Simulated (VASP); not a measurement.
# Si (C2/c) in VASP: single point with PBE

Aim: the single point of Si with PBE.

Program: VASP 6.6.1. These are calculated values, not measurements. Logs are shortened: lines on timing, memory, paths and dates and some standing lists are left out, and cuts for length are marked.

## (1) The cell of the first run

The structure is monoclinic, space group C2/c (No. 15). The conventional cell has a = 23.386 Å, b = 5.470 Å, c = 3.868 Å, α = 90.00°, β = 97.13°, γ = 90.00°. Within 3.1 Å of Si (site symmetry 1) lie 4 Si at 2.37 Å. Si (site symmetry 1) has 4 Si at 2.37 Å within 3.1 Å. Within 2.6 Å of Si (site symmetry 1) lie 4 Si at 1.99 to 2.37 Å.

## (2) Single point, PBE (the part above a cut slid along it)

Input file INCAR:

```
SYSTEM = Si
  ALGO = Normal
  EDIFF = 1E-7
  ENCUT = 520
  GGA = PE
  ISIF = 2
  ISMEAR = 0
  ISYM = 0
  LASPH = .TRUE.
  LCHARG = .FALSE.
  LREAL = .FALSE.
  LWAVE = .FALSE.
  NBANDS = 36
  NELM = 80
  PREC = Accurate
  SIGMA = 0.05
```

Input file KPOINTS:

```
k-points
0
G
  5 7 3
  0 0 0
```

Input file POSCAR:

```
Si
1.0
    5.4695214896      0.0000000000      0.0000000000
    0.0000000000      2.7347607448     -2.7347607448
    2.7347607448      9.2298175138      7.1787469552
Si
12
Direct
    0.3750083333     -0.0937437500      0.2499833333
   -0.2083250000      0.3437562500      0.4166500000
    0.2083416667     -0.2187437500      0.5833166667
   -0.3749916667      0.2187562500      0.7499833333
    0.0416750000     -0.3437437500      0.9166500000
   -0.0416583333      0.4687562500      0.0833166667
    0.5416750000     -0.1562437500      0.4166500000
   -0.0416583333      0.2812562500      0.5833166667
    0.3750083333     -0.2812437500      0.7499833333
   -0.2083250000      0.1562562500      0.9166500000
    0.7083416667     -0.0312437500      0.0833166667
    0.1250083333      0.4062562500      0.2499833333
```

Potentials or basis: VASP PAW PBE potentials, release 64 (Si).

Started as:

```bash
$ cat potpaw_PBE.64/Si/POTCAR > POTCAR
$ mpirun -np 1 vasp_std > vasp.out
```

OUTCAR:

```text
SYSTEM = Si
   EDIFF = 1E-7
   ENCUT = 520
   GGA = PE
   ISIF = 2
   ISMEAR = 0
   ISYM = 0
   LASPH = .TRUE.
   LREAL = .FALSE.
   NELM = 80
   PREC = Accurate

 ion  position               nearest neighbor table
   1  0.375  0.906  0.250-  11 2.37  12 2.37  12 2.37   7 2.37
   2  0.792  0.344  0.417-   7 2.37   7 2.37  12 2.37   8 2.37
   3  0.208  0.781  0.583-   9 2.37   8 2.37   8 2.37   7 2.37
   4  0.625  0.219  0.750-   8 2.37   9 2.37   9 2.37  10 2.37
   5  0.042  0.656  0.917-   6 1.99  10 2.37  10 2.37   9 2.37  11 2.78
   6  0.958  0.469  0.083-   5 1.99  12 2.37  11 2.37  11 2.37  10 2.78
   7  0.542  0.844  0.417-   2 2.37   2 2.37   3 2.37   1 2.37
   8  0.958  0.281  0.583-   4 2.37   3 2.37   3 2.37   2 2.37
   9  0.375  0.719  0.750-   3 2.37   4 2.37   4 2.37   5 2.37
  10  0.792  0.156  0.917-  11 1.99   5 2.37   5 2.37   4 2.37   6 2.78
  11  0.708  0.969  0.083-  10 1.99   1 2.37   6 2.37   6 2.37   5 2.78
  12  0.125  0.406  0.250-   6 2.37   1 2.37   1 2.37   2 2.37

IMPORTANT INFORMATION: All symmetrisations will be switched off!
NOSYMM: (Re-)initialisation of all symmetry stuff for point group C_1.

----------------------------------------------------------------------------------------

                                     Primitive cell

  volume of cell :     245.4366

  direct lattice vectors                    reciprocal lattice vectors
     5.469521490  0.000000000  0.000000000     0.182831350 -0.030471892 -0.030471892
     0.000000000  2.734760745 -2.734760745     0.000000000  0.159977432 -0.205685269
     2.734760745  9.229817514  7.178746955     0.000000000  0.060943783  0.060943783

  length of vectors
     5.469521490  3.867535735 12.008449339     0.187841356  0.260574766  0.086187525

  position of ions in fractional coordinates (direct lattice)
     0.375008333  0.906256250  0.249983333
     0.791675000  0.343756250  0.416650000
     0.208341667  0.781256250  0.583316667
     0.625008333  0.218756250  0.749983333
     0.041675000  0.656256250  0.916650000
     0.958341667  0.468756250  0.083316667
     0.541675000  0.843756250  0.416650000
     0.958341667  0.281256250  0.583316667
     0.375008333  0.718756250  0.749983333
     0.791675000  0.156256250  0.916650000
     0.708341667  0.968756250  0.083316667
     0.125008333  0.406256250  0.249983333

  ion indices of the primitive-cell ions
   primitive index   ion index
                 1           1
                 2           2
                 3           3
                 4           4
                 5           5
                 6           6
                 7           7
                 8           8
                 9           9
                10          10
                11          11
                12          12

----------------------------------------------------------------------------------------

 KPOINTS: k-points

Automatic generation of k-mesh.
 Grid dimensions read from file:
 generate k-points for:    5    7    3

 Generating k-lattice:

  Cartesian coordinates                     Fractional coordinates (reciprocal lattice)
     0.036566270 -0.006094378 -0.006094378     0.200000000  0.000000000 -0.000000000
     0.000000000  0.022853919 -0.029383610     0.000000000  0.142857143  0.000000000
     0.000000000  0.020314594  0.020314594     0.000000000  0.000000000  0.333333333

  Length of vectors
     0.037568271  0.037224967  0.028729175

  Shift w.r.t. Gamma in fractional coordinates (k-lattice)
     0.000000000  0.000000000  0.000000000

 -----------------------------------------------------------------------------
|                                                                             |
|           W    W    AA    RRRRR   N    N  II  N    N   GGGG   !!!           |
|           W    W   A  A   R    R  NN   N  II  NN   N  G    G  !!!           |
|           W    W  A    A  R    R  N N  N  II  N N  N  G       !!!           |
|           W WW W  AAAAAA  RRRRR   N  N N  II  N  N N  G  GGG   !            |
|           WW  WW  A    A  R   R   N   NN  II  N   NN  G    G                |
|           W    W  A    A  R    R  N    N  II  N    N   GGGG   !!!           |
|                                                                             |
|     Your reciprocal lattice and k-lattice belong to different lattice       |
|     classes:                                                                |
|                                                                             |
|        The reciprocal lattice is base-centered monoclinic,                  |
|        whereas your k-lattice is triclinic.                                 |
|                                                                             |
|     Results are often still useful ...                                      |
|                                                                             |
 -----------------------------------------------------------------------------

 WARNING: IBZKPT: internal override: KBLOWUP is changed to .FALSE.
      ... skipping the blow-up phase ...

 Subroutine IBZKPT returns following result:
 ===========================================

 Found     53 irreducible k-points:

 Following reciprocal coordinates:
            Coordinates               Weight
  0.000000  0.000000  0.000000      1.000000
  0.200000  0.000000  0.000000      2.000000
  0.400000  0.000000  0.000000      2.000000
  0.000000  0.142857  0.000000      2.000000
  0.200000  0.142857  0.000000      2.000000
  0.400000  0.142857  0.000000      2.000000
[... 16 lines left out ...]
 -0.200000  0.000000  0.333333      2.000000
  0.000000  0.142857  0.333333      2.000000
 [... further k-points ...]
   k-points           NKPTS =     53   k-points in BZ     NKDIM =     53   number of bands    NBANDS=     36
   number of dos      NEDOS =    301   number of ions     NIONS =     12
   total plane-waves  NPLWV = 113400
   dimension x,y,z NGX =    42 NGY =   30 NGZ =   90
   dimension x,y,z NGXF=    84 NGYF=   60 NGZF=  180
   ions per type =              12
   NGX,Y,Z   is equivalent  to a cutoff of  12.77, 12.90, 12.46 a.u.
   NGXF,Y,Z  is equivalent  to a cutoff of  25.53, 25.79, 24.92 a.u.
 SYSTEM =  Si
   PREC   = accura    normal or accurate (medium, high low for compatibility)
   ISTART =      0    job   : 0-new  1-cont  2-samecut
   ICHARG =      2    charge: 1-file 2-atom 10-const
   ISPIN  =      1    spin polarized calculation?
   LNONCOLLINEAR =      F non collinear calculations
   LSORBIT =      F    spin-orbit coupling
   LASPH  =      T    aspherical Exc in radial PAW
   ENCUT  =  520.0 eV  38.22 Ry    6.18 a.u.  10.17  7.19 22.33*2*pi/ulx,y,z
   NELM   =     80;   NELMIN=  2; NELMDL= -5     # of ELM steps
   EDIFF  = 0.1E-06   stopping-criterion for ELM
   LREAL  =      F    real-space projection
   EDIFFG = 0.1E-05   stopping-criterion for IOM
   NSW    =      0    number of steps for IOM
   IBRION =     -1    ionic relax: 0-MD 1-quasi-New 2-CG
   NFREE  =      0    steps in history (QN), initial steepest desc. (CG)
   ISIF   =      2    stress and relaxation
   ISYM   =      0    0-nonsym 1-usesym 2-fastsym
   POTIM  = 0.5000    time-step for ionic-motion
   TEBEG  =    0.0;   TEEND  =   0.0 temperature during run
   PSTRESS=    0.0 pullay stress
   NELECT =      48.0000    total number of electrons
   NUPDOWN=      -1.0000    fix difference up-down
   EMIN   =  10.00;   EMAX   =-10.00  energy-range for DOS
   EFERMI =   0.00;   METHOD = LEGACY
   ISMEAR =     0;   SIGMA  =   0.05  broadening in eV -4-tet -1-fermi 0-gaus
   EFERMI_NEDOS =   21; number of points for ismear=-14 and -15
   IALGO  =     38    algorithm
   IMIX   =      4    mixing-type and parameters
     AMIX     =   0.40;   BMIX     =  1.00
     AMIX_MAG =   1.60;   BMIX_MAG =  1.00
  volume/ion in A,a.u.               =      20.45       138.02
  Fermi-wavevector in a.u.,A,eV,Ry     =   0.950259  1.795730 12.285964  0.902993
  Thomas-Fermi vector in A             =   2.078619
   LORBIT       =      0    0 simple, 1 ext, 2 COOP (PROOUT), +10 PAW based schemes
   GGA     = PE    functional components
   LHFCALC =     F    Hartree Fock is set to
   AEXX    =    0.0000 exact exchange contribution
   IVDW    =     0    specifies the selected vdW correction
   LEPSILON=     F    determine dielectric tensor
   LRPA    =     F    only Hartree local field effects (RPA)
 non-spin polarized calculation
 Gauss-broadening in eV      SIGMA  =   0.05
  energy-cutoff  :      520.00
  volume of cell :      245.44
 maximum number of plane-waves:      6639
 NGX is ok and might be reduce to    42
   NGX = 21   NGY = 15   NGZ = 45

 number of electron      47.9999997 magnetization

 Free energy of the ion-electron system (eV)
  ---------------------------------------------------
  ext. energy  EPLUGINS =         0.00000000
  ---------------------------------------------------
  free energy    TOTEN  =       -61.84081161 eV

  energy without entropy =      -61.84081161  energy(sigma->0) =      -61.84081161

 E-fermi :   5.8629     XC(G=0):  -9.2430

 val. band max:        5.6226318009   @ k =   0.2000  -0.1429   0.3333
 cond. band min:       6.2524376944   @ k =   0.0000   0.4286   0.3333
 fundamental gap:      0.6298058935
 Fermi energy:         5.8628793236

 k-point     1 :       0.0000    0.0000    0.0000
  band No.  band energies     occupation
      1      -7.1887      2.00000
      2      -5.7939      2.00000
      3      -5.2532      2.00000
      4      -3.5039      2.00000
      5      -2.8323      2.00000
      6      -2.1618      2.00000
[... 28 lines left out ...]
     35       9.0852      0.00000
     36       9.1776      0.00000
[... 866 lines left out ...]
      6      -2.3956      2.00000
[... 28 lines left out ...]
     35       9.4890      0.00000
     36       9.6864      0.00000

 [... further k-points ...]

------------------------ aborting loop because EDIFF is reached ----------------------------------------

  FORCE on cell =-STRESS in cart. coord.  units (eV):
  Direction    XX          YY          ZZ          XY          YZ          ZX
  --------------------------------------------------------------------------------------
  -------------------------------------------------------------------------------------
  Total        3.1523287      7.8747137     16.7307083     -0.0015553     11.1452450     -0.0033606
  in kB       20.5779840     51.4050868    109.2158452     -0.0101531     72.7546816     -0.0219374
  external PRESSURE =      60.3996386 kB  Pullay stress =       0.0000000 kB

 VOLUME and BASIS-vectors are now :
 -----------------------------------------------------------------------------
  energy-cutoff  :      520.00
  volume of cell :      245.44
      direct lattice vectors                 reciprocal lattice vectors
     5.469521490  0.000000000  0.000000000     0.182831350 -0.030471892 -0.030471892
     0.000000000  2.734760745 -2.734760745     0.000000000  0.159977432 -0.205685269
     2.734760745  9.229817514  7.178746955     0.000000000  0.060943783  0.060943783

 POSITION                                       TOTAL-FORCE (eV/Angst)
 -----------------------------------------------------------------------------------
      2.73476      4.78569     -0.68383        -0.183812      0.081579     -0.113204
      5.46952      4.78569      2.05093        -0.073178     -0.019570     -0.025868
      2.73476      7.52046      2.05093        -0.072778      0.019785      0.026329
      5.46952      7.52046      4.78569        -0.183853     -0.080888      0.114248
      2.73476     10.25522      4.78569         0.371993     -3.488282     -5.760205
      5.46952      2.05093     -0.68383         0.372436      3.488519      5.760598
      4.10214      6.15307      0.68355         0.072789     -0.019808     -0.026312
      6.83690      6.15307      3.41831         0.073188      0.019547      0.025885
      4.10214      8.88784      3.41831         0.183806     -0.081567      0.113197
      6.83690      8.88784      6.15307        -0.372441     -3.488507     -5.760607
      4.10214      3.41831     -2.05121        -0.371999      3.488293      5.760196
      1.36738      3.41831      0.68355         0.183849      0.080899     -0.114256
 -----------------------------------------------------------------------------------
    total drift:                               -0.000014      0.000032     -0.000031

  FREE ENERGIE OF THE ION-ELECTRON SYSTEM (eV)
  ---------------------------------------------------
  free  energy   TOTEN  =       -61.8408116058 eV

  energy  without entropy=      -61.8408116058  energy(sigma->0) =      -61.84081161
```

Wall time 12 min (1 thread of Oxide Virtual Turin-like, shared host); peak memory 0.46 GiB.

Results:

* Free energy: -61.8408 eV
* Pressure: 6.0 GPa
* Largest force: 6.745 eV/Å
* Band gap on the k mesh: 0.63 eV (least direct gap 1.03 eV)

Forces on the atoms (eV/Å):
```
Si  -0.184  0.082 -0.113
Si  -0.073 -0.020 -0.026
Si  -0.073  0.020  0.026
Si  -0.184 -0.081  0.114
Si   0.372 -3.488 -5.760
Si   0.372  3.489  5.761
Si   0.073 -0.020 -0.026
Si   0.073  0.020  0.026
Si   0.184 -0.082  0.113
Si  -0.372 -3.489 -5.761
Si  -0.372  3.488  5.760
Si   0.184  0.081 -0.114
```

Caveat: the cell differs from its parent crystal (the part above a cut slid along it); the stress differs along the axes, from 2 to 11 GPa; semilocal functionals underestimate gaps, and a narrow one can read as zero; forces of over 1 eV/Å act on the atoms, so gaps and moduli don't describe the material at rest. A k mesh can miss the band edges.
